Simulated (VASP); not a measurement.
# TiSe (P6_3/mmc) in VASP: further runs

The runs below take TiSe through relaxation of cell and atoms, with PBEsol.

Program: VASP 6.6.1. These are calculated values, not measurements. Logs are shortened: lines on timing, memory, paths and dates and some standing lists are left out, and cuts for length are marked.

**1. The cell of the first run**

It takes space group P6_3/mmc (No. 194, hexagonal). The conventional cell has a = 3.368 Å, b = 3.368 Å, c = 6.776 Å, α = 90.00°, β = 90.00°, γ = 120.00°. Ti (site symmetry -3m) has 6 Se at 2.58 Å and 8 Ti at 3.37 to 3.39 Å within 3.4 Å. Se (site symmetry -6m2) has 6 Ti at 2.58 Å and 6 Se at 3.37 Å within 3.4 Å.

**2. Relaxation of cell and atoms, PBEsol, target pressure -1 GPa, at which the enthalpy is minimised**

The input, INCAR:

```
PREC = Accurate
ENCUT = 600
EDIFF = 1E-7
ISMEAR = 0
SIGMA = 0.1
LREAL = F
LASPH = T
NELM = 80
ALGO = Normal
ISIF = 3
LWAVE = F
LCHARG = F
GGA = PS
IBRION = 2
NSW = 70
EDIFFG = -0.008
PSTRESS = -10.0
```

The input, KPOINTS:

```
regular mesh
0
Gamma
  12 12 8
```

The input, POSCAR:

```
TiSe
1.0
    3.3683497282      0.0000000000      0.0000000000
   -1.6841748641      2.9170764335      0.0000000000
    0.0000000000      0.0000000000      6.7764905329
Ti Se
2 2
Direct
    0.0000000000      0.0000000000      0.0000000000
    0.0000000000      0.0000000000      0.5000000000
    0.3333333333      0.6666666667      0.2500000000
    0.6666666667      0.3333333333      0.7500000000
```

Potentials or basis: VASP PAW PBE potentials, release 64 (Ti_sv, Se).

Launch:

```sh
> cat potpaw_PBE.64/Ti_sv/POTCAR potpaw_PBE.64/Se/POTCAR > POTCAR
> mpirun -np 1 vasp_std > vasp.out
```

OUTCAR:

```text
PREC = Accurate
   ENCUT = 600
   EDIFF = 1E-7
   ISMEAR = 0
   LREAL = F
   LASPH = T
   NELM = 80
   ISIF = 3
   GGA = PS
   IBRION = 2
   NSW = 70
   EDIFFG = -0.008
   PSTRESS = -10.0

 ion  position               nearest neighbor table
   1  0.000  0.000  0.000-   3 2.58   4 2.58   4 2.58   3 2.58   4 2.58   3 2.58
   2  0.000  0.000  0.500-   3 2.58   4 2.58   4 2.58   3 2.58   4 2.58   3 2.58
   3  0.333  0.667  0.250-   1 2.58   2 2.58   1 2.58   2 2.58   1 2.58   2 2.58
   4  0.667  0.333  0.750-   1 2.58   2 2.58   1 2.58   2 2.58   1 2.58   2 2.58

  LATTYP: Found a hexagonal cell.
 ALAT       =     3.3683497282
 C/A-ratio  =     2.0118132260

  Lattice vectors:

 A1 = (   3.3683497282,   0.0000000000,   0.0000000000)
 A2 = (  -1.6841748641,   2.9170764335,   0.0000000000)
 A3 = (   0.0000000000,   0.0000000000,   6.7764905329)

Analysis of symmetry for initial positions (statically):
=====================================================================
 Subroutine PRICEL returns:
 Original cell was already a primitive cell.

 Routine SETGRP: Setting up the symmetry group for a
 hexagonal supercell.

 Subroutine GETGRP returns: Found 24 space group operations
 (whereof 12 operations were pure point group operations)
 out of a pool of 24 trial point group operations.

The static configuration has the point symmetry D_3d.
 The point group associated with its full space group is D_6h.

Analysis of symmetry for dynamics (positions and initial velocities):
=====================================================================
 Subroutine PRICEL returns:
 Original cell was already a primitive cell.

 Routine SETGRP: Setting up the symmetry group for a
 hexagonal supercell.

 Subroutine GETGRP returns: Found 24 space group operations
 (whereof 12 operations were pure point group operations)
 out of a pool of 24 trial point group operations.

The dynamic configuration has the point symmetry D_3d.
 The point group associated with its full space group is D_6h.

 Subroutine INISYM returns: Found 24 space group operations
 (whereof 12 operations are pure point group operations),
 and found     1 'primitive' translations

----------------------------------------------------------------------------------------

                                     Primitive cell

  volume of cell :      66.5840

  direct lattice vectors                    reciprocal lattice vectors
     3.368349728  0.000000000  0.000000000     0.296881286  0.171404491  0.000000000
    -1.684174864  2.917076434  0.000000000     0.000000000  0.342808981  0.000000000
     0.000000000  0.000000000  6.776490533     0.000000000  0.000000000  0.147569010

  length of vectors
     3.368349728  3.368349728  6.776490533     0.342808981  0.342808981  0.147569010

  position of ions in fractional coordinates (direct lattice)
     0.000000000  0.000000000  0.000000000
     0.000000000  0.000000000  0.500000000
     0.333333333  0.666666667  0.250000000
     0.666666667  0.333333333  0.750000000

  ion indices of the primitive-cell ions
   primitive index   ion index
                 1           1
                 2           2
                 3           3
                 4           4

----------------------------------------------------------------------------------------

 KPOINTS: regular mesh

Automatic generation of k-mesh.
 Grid dimensions read from file:
 generate k-points for:   12   12    8

 Generating k-lattice:

  Cartesian coordinates                     Fractional coordinates (reciprocal lattice)
     0.024740107  0.014283708  0.000000000     0.083333333  0.000000000  0.000000000
     0.000000000  0.028567415  0.000000000     0.000000000  0.083333333  0.000000000
     0.000000000  0.000000000  0.018446126     0.000000000  0.000000000  0.125000000

  Length of vectors
     0.028567415  0.028567415  0.018446126

  Shift w.r.t. Gamma in fractional coordinates (k-lattice)
     0.000000000  0.000000000  0.000000000

 Subroutine IBZKPT returns following result:
 ===========================================

 Found     95 irreducible k-points:

 Following reciprocal coordinates:
            Coordinates               Weight
  0.000000  0.000000  0.000000      1.000000
  0.083333  0.000000  0.000000      6.000000
  0.166667  0.000000  0.000000      6.000000
  0.250000 -0.000000  0.000000      6.000000
  0.333333  0.000000  0.000000      6.000000
  0.416667 -0.000000  0.000000      6.000000
[... 16 lines left out ...]
  0.250000 -0.000000  0.125000     12.000000
  0.333333  0.000000  0.125000     12.000000
 [... further k-points ...]
   k-points           NKPTS =     95   k-points in BZ     NKDIM =     95   number of bands    NBANDS=     22
   number of dos      NEDOS =    301   number of ions     NIONS =      4
   total plane-waves  NPLWV =  42336
   dimension x,y,z NGX =    28 NGY =   28 NGZ =   54
   dimension x,y,z NGXF=    56 NGYF=   56 NGZF=  108
   ions per type =               2   2
   NGX,Y,Z   is equivalent  to a cutoff of  13.82, 13.82, 13.25 a.u.
   NGXF,Y,Z  is equivalent  to a cutoff of  27.64, 27.64, 26.50 a.u.
 SYSTEM =  unknown system
   PREC   = accura    normal or accurate (medium, high low for compatibility)
   ISTART =      0    job   : 0-new  1-cont  2-samecut
   ICHARG =      2    charge: 1-file 2-atom 10-const
   ISPIN  =      1    spin polarized calculation?
   LNONCOLLINEAR =      F non collinear calculations
   LSORBIT =      F    spin-orbit coupling
   LASPH  =      T    aspherical Exc in radial PAW
   ENCUT  =  600.0 eV  44.10 Ry    6.64 a.u.   6.73  6.73 13.53*2*pi/ulx,y,z
   NELM   =     80;   NELMIN=  2; NELMDL= -5     # of ELM steps
   EDIFF  = 0.1E-06   stopping-criterion for ELM
   LREAL  =      F    real-space projection
   EDIFFG = -.8E-02   stopping-criterion for IOM
   NSW    =     70    number of steps for IOM
   IBRION =      2    ionic relax: 0-MD 1-quasi-New 2-CG
   NFREE  =      1    steps in history (QN), initial steepest desc. (CG)
   ISIF   =      3    stress and relaxation
   ISYM   =      2    0-nonsym 1-usesym 2-fastsym
   POTIM  = 0.5000    time-step for ionic-motion
   TEBEG  =    0.0;   TEEND  =   0.0 temperature during run
   PSTRESS=  -10.0 pullay stress
   NELECT =      36.0000    total number of electrons
   NUPDOWN=      -1.0000    fix difference up-down
   EMIN   =  10.00;   EMAX   =-10.00  energy-range for DOS
   EFERMI =   0.00;   METHOD = LEGACY
   ISMEAR =     0;   SIGMA  =   0.10  broadening in eV -4-tet -1-fermi 0-gaus
   EFERMI_NEDOS =   21; number of points for ismear=-14 and -15
   IALGO  =     38    algorithm
   IMIX   =      4    mixing-type and parameters
     AMIX     =   0.40;   BMIX     =  1.00
     AMIX_MAG =   1.60;   BMIX_MAG =  1.00
  volume/ion in A,a.u.               =      16.65       112.33
  Fermi-wavevector in a.u.,A,eV,Ry     =   1.333682  2.520294 24.200798  1.778709
  Thomas-Fermi vector in A             =   2.462522
   LORBIT       =      0    0 simple, 1 ext, 2 COOP (PROOUT), +10 PAW based schemes
   GGA     = PS    functional components
   LHFCALC =     F    Hartree Fock is set to
   AEXX    =    0.0000 exact exchange contribution
   IVDW    =     0    specifies the selected vdW correction
   LEPSILON=     F    determine dielectric tensor
   LRPA    =     F    only Hartree local field effects (RPA)
 conjugate gradient relaxation of ions
 non-spin polarized calculation
 Gauss-broadening in eV      SIGMA  =   0.10
  energy-cutoff  :      600.00
  volume of cell :       66.58
 maximum number of plane-waves:      2248
 NGX is ok and might be reduce to    28
   NGX = 13   NGY = 13   NGZ = 27

--------------------------------------- Ionic step        1  -------------------------------------------

 number of electron      35.9999994 magnetization

 Free energy of the ion-electron system (eV)
  ---------------------------------------------------
  ext. energy  EPLUGINS =         0.00000000
  ---------------------------------------------------
  free energy    TOTEN  =       -29.19134858 eV

  energy without entropy =      -29.17829263  energy(sigma->0) =      -29.18482060

------------------------ aborting loop because EDIFF is reached ----------------------------------------

  FORCE on cell =-STRESS in cart. coord.  units (eV):
  Direction    XX          YY          ZZ          XY          YZ          ZX
  --------------------------------------------------------------------------------------
  -------------------------------------------------------------------------------------
  Total       -0.3594894     -0.3594894     -0.4638014      0.0000000      0.0000000      0.0000000
  in kB       -8.6502132     -8.6502132    -11.1602217      0.0000000      0.0000000      0.0000000
  external PRESSURE =       0.5131173 kB  Pullay stress =     -10.0000000 kB
[... 65 lines left out ...]
  enthalpy is  TOTEN    =       -29.6070005325 eV   P V=       -0.4159049127

--------------------------------------- Ionic step        3  -------------------------------------------

 number of electron      35.9999993 magnetization

 Free energy of the ion-electron system (eV)
  ---------------------------------------------------
  ext. energy  EPLUGINS =         0.00000000
  ---------------------------------------------------
  free energy    TOTEN  =       -29.19095099 eV

  energy without entropy =      -29.17774005  energy(sigma->0) =      -29.18434552

 E-fermi :   8.8067     XC(G=0): -11.6197

 val. band max:        8.8055426280   @ k =   0.0833   0.0833   0.1250
 cond. band min:       8.8115592827   @ k =   0.0833   0.0833   0.0000
 fundamental gap:      0.0060166547
 Fermi energy:         8.8066964837

 k-point     1 :       0.0000    0.0000    0.0000
  band No.  band energies     occupation
      1     -48.2797      2.00000
      2     -48.2718      2.00000
      3     -24.8102      2.00000
      4     -24.6865      2.00000
      5     -24.5985      2.00000
      6     -24.5985      2.00000
[... 574 lines left out ...]
      6     -24.6726      2.00000
[... 14 lines left out ...]
     21      10.0561      0.00000
     22      10.4368      0.00000

 [... further k-points ...]

------------------------ aborting loop because EDIFF is reached ----------------------------------------

  FORCE on cell =-STRESS in cart. coord.  units (eV):
  Direction    XX          YY          ZZ          XY          YZ          ZX
  --------------------------------------------------------------------------------------
  -------------------------------------------------------------------------------------
  Total       -0.4190427     -0.4190427     -0.4435838      0.0000000      0.0000000      0.0000000
  in kB      -10.0717654    -10.0717654    -10.6616151      0.0000000      0.0000000      0.0000000
  external PRESSURE =      -0.2683820 kB  Pullay stress =     -10.0000000 kB
[... 19 lines left out ...]
  FREE ENERGIE OF THE ION-ELECTRON SYSTEM (eV)
  ---------------------------------------------------
  free  energy   TOTEN  =       -29.1909509882 eV

  energy  without entropy=      -29.1777400488  energy(sigma->0) =      -29.18434552

  enthalpy is  TOTEN    =       -29.6070078741 eV   P V=       -0.4160568859

 reached required accuracy - stopping structural energy minimisation
```

It took 4.5 min on 1 thread of Intel Xeon Platinum 8488C (Sapphire Rapids), shared host; peak memory 0.31 GiB.

What came out:

- Free energy: -29.1910 eV
- Relaxed volume: 16.66 Å³/atom
- Relaxed cell: a = 3.372 Å, b = 3.372 Å, c = 6.771 Å, α = 90.00°, β = 90.00°, γ = 120.00°
- Space group after relaxing (to 0.1 Å): P6_3/mmc (No. 194)
- Energy change on relaxing (the run minimises the enthalpy): +0.1 meV/atom
- Ionic steps: 3
- Pressure after relaxing: -1.0 GPa
- Band gap on the k mesh: zero (bands 18 and 19 overlap by 0.46 eV)

Step by step:
```
step  energy change (eV)  largest force (eV/Å)  pressure (GPa)  volume (Å³)
   1              0.0000                0.0000           -0.95        66.58
   2              0.0003                0.0000           -1.02        66.64
   3              0.0004                0.0000           -1.03        66.66
```

Final structure:
```yaml
crystal:
  lattice:
    - [3.37171, 0.00000, 0.00000]
    - [-1.68585, 2.91999, 0.00000]
    - [0.00000, 0.00000, 6.77068]
  atoms:
    - { symbol: Ti, position: [0.00000, 0.00000, 0.00000] }
    - { symbol: Ti, position: [0.00000, 0.00000, 0.50000] }
    - { symbol: Se, position: [0.33333, 0.66667, 0.25000] }
    - { symbol: Se, position: [0.66667, 0.33333, 0.75000] }
```

Levels at points of the mesh, in eV from the Fermi level:
```tsv
k point	band 15	band 16	band 17	band 18	band 19	band 20	band 21	band 22
(0.00, 0.00, 0.00)	-2.08	-0.80	-0.80	-0.20	-0.20	0.04	0.04	1.10
(0.50, 0.00, 0.00)	-3.90	-2.57	-1.88	-0.96	0.58	1.66	1.78	1.81
(0.00, 0.00, 0.50)	-2.48	-2.48	-0.08	-0.08	0.39	0.39	0.39	0.39
(0.50, 0.00, 0.50)	-3.37	-3.37	-1.25	-1.25	1.61	1.61	1.72	1.72
```

Caveat: the cell is relaxed towards a set pressure, so the run minimises the enthalpy, not the energy; the PAW data sets were made with another functional, which shifts forces and pressure a little.

**3. Relaxation of cell and atoms, PBEsol, target pressure 90 GPa, at which the enthalpy is minimised**

This run uses another cell than the first one, of 11.97 Å³/atom.

The input, INCAR:

```
  ALGO = Normal
  EDIFF = 1E-7
  EDIFFG = -0.008
  ENCUT = 600
  GGA = PS
  IBRION = 2
  ISIF = 3
  ISMEAR = 0
  LASPH = True
  LCHARG = False
  LREAL = False
  LWAVE = False
  NELM = 80
  NSW = 70
  PREC = Accurate
  PSTRESS = 900.0
  SIGMA = 0.1
```

The input, KPOINTS:

```
k-points
0
Gamma
  18 18 8
```

The input, POSCAR:

```
TiSe
1.0
    2.9577579807      0.0000000000      0.0000000000
   -1.4788789904      2.5614935496      0.0000000000
    0.0000000000      0.0000000000      6.3172707190
Ti Se
2 2
Direct
    0.0000000000      0.0000000000      0.0000000000
    0.0000000000      0.0000000000      0.5000000000
    0.3333333333      0.6666666667      0.2500000000
    0.6666666667      0.3333333333      0.7500000000
```

Potentials or basis: VASP PAW PBE potentials, release 64 (Ti_sv, Se).

Launch:

```sh
> cat potpaw_PBE.64/Ti_sv/POTCAR potpaw_PBE.64/Se/POTCAR > POTCAR
> mpirun -np 1 vasp_std > vasp.out
```

Run time: 9.9 min. Hardware: 1 thread of Intel Xeon Platinum 8488C (Sapphire Rapids), shared host; peak memory 0.35 GiB.

It converged, with:

| Property | Result |
| --- | --- |
| Free energy | -25.1700 eV |
| Relaxed volume | 11.68 Å³/atom |
| Relaxed cell | a = 2.907 Å, b = 2.907 Å, c = 6.384 Å, α = 90.00°, β = 90.00°, γ = 120.00° |
| Space group after relaxing (to 0.1 Å) | P6_3/mmc (No. 194) |
| Energy change on relaxing (the run minimises the enthalpy) | +146.9 meV/atom |
| Ionic steps | 6 |
| Pressure after relaxing | 90.1 GPa |
| Band gap on the k mesh | zero (bands 18 and 19 overlap by 0.57 eV) |

The path:
| step | energy change (eV) | largest force (eV/Å) | pressure (GPa) | volume (Å³) |
| --- | --- | --- | --- | --- |
| 1 | 0.0000 | 0.0000 | 80.84 | 47.86 |
| 2 | 2.9504 | 0.0000 | 130.90 | 43.27 |
| 3 | 0.5628 | 0.0000 | 90.64 | 46.80 |
| 4 | 0.5826 | 0.0000 | 90.98 | 46.76 |
| 5 | 0.5874 | 0.0000 | 90.08 | 46.73 |
| 6 | 0.5877 | 0.0000 | 90.07 | 46.73 |

Final structure:
```cif
data_structure
_symmetry_space_group_name_H-M 'P 1'
_symmetry_Int_Tables_number 1
_cell_length_a 2.9073
_cell_length_b 2.9073
_cell_length_c 6.3835
_cell_angle_alpha 90.000
_cell_angle_beta 90.000
_cell_angle_gamma 120.000
_cell_volume 46.73
loop_
_atom_site_label
_atom_site_type_symbol
_atom_site_fract_x
_atom_site_fract_y
_atom_site_fract_z
_atom_site_occupancy
Ti1 Ti 0.00000 0.00000 0.00000 1
Ti2 Ti 0.00000 0.00000 0.50000 1
Se1 Se 0.33333 0.66667 0.25000 1
Se2 Se 0.66667 0.33333 0.75000 1
```

Levels at points of the mesh, in eV from the Fermi level:
| k point | band 15 | band 16 | band 17 | band 18 | band 19 | band 20 | band 21 | band 22 |
| --- | --- | --- | --- | --- | --- | --- | --- | --- |
| (0.00, 0.00, 0.00) | -2.93 | -0.14 | -0.14 | 0.33 | 0.33 | 1.09 | 1.09 | 1.17 |
| (0.50, 0.00, 0.00) | -4.33 | -3.10 | -2.17 | -1.70 | 0.85 | 2.34 | 3.24 | 3.37 |
| (0.00, 0.00, 0.50) | -2.04 | -2.04 | -0.59 | -0.59 | 0.82 | 0.82 | 0.82 | 0.82 |
| (0.50, 0.00, 0.50) | -3.41 | -3.41 | -2.25 | -2.25 | 2.32 | 2.32 | 3.30 | 3.30 |

Caveat: the cell is relaxed towards a set pressure, so the run minimises the enthalpy, not the energy; the PAW data sets were made with another functional, which shifts forces and pressure a little.
